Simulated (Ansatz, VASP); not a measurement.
# Two plane-wave programs on Nb3As4

```
Nb As
1.0
     5.52118    0.00000    0.00000
     0.00000    5.52118    0.00000
     0.00000    0.00000    5.52118
Nb As
3 4
Direct
  0.00000 0.00000 0.50000
  0.50000 0.00000 0.00000
  0.00000 0.50000 0.00000
  0.71773 0.71773 0.71773
  0.28227 0.28227 0.71773
  0.28227 0.71773 0.28227
  0.71773 0.28227 0.28227
```

Change from the starting cell: species swapped into the Ge3As4 type (P-43m, No. 215).

Alike in both runs: functional PBE; k mesh 4 × 4 × 4; occupations gaussian, width 0.1 eV; no spin polarisation.

Ansatz relaxed the structure, and its values are those at the end. VASP's run is a single point on that final structure, the one shown.

|  | VASP | Ansatz |
| --- | --- | --- |
| version | VASP 6.6.1 | Ansatz 0.2.0 |
| potentials or method | VASP PAW PBE potentials, release 64 (Nb_sv, As), cutoff 520 eV | scalar-relativistic, plane waves, PAW |
| valence electrons in the cell | 59 | 99 |

Ansatz gave:

```
gap on the k mesh at the Fermi level (eV) : none
pressure (GPa)                            : 0.0
rms of the force components (eV/Å)        : 0.000
```

**Question.** What did VASP give for the same quantities?

**Answer.** gap on the k mesh at the Fermi level (eV): none; pressure (GPa): 0.1; rms of the force components (eV/Å): 0.004.

A gap of «none» marks a metal or a gap that the smearing closes. The functional is the same, so the differences come from potentials, cutoffs and numerics. VASP's potentials hold 59 valence electrons a cell and Ansatz's 99, so a difference there can come from the potentials and not from the codes.
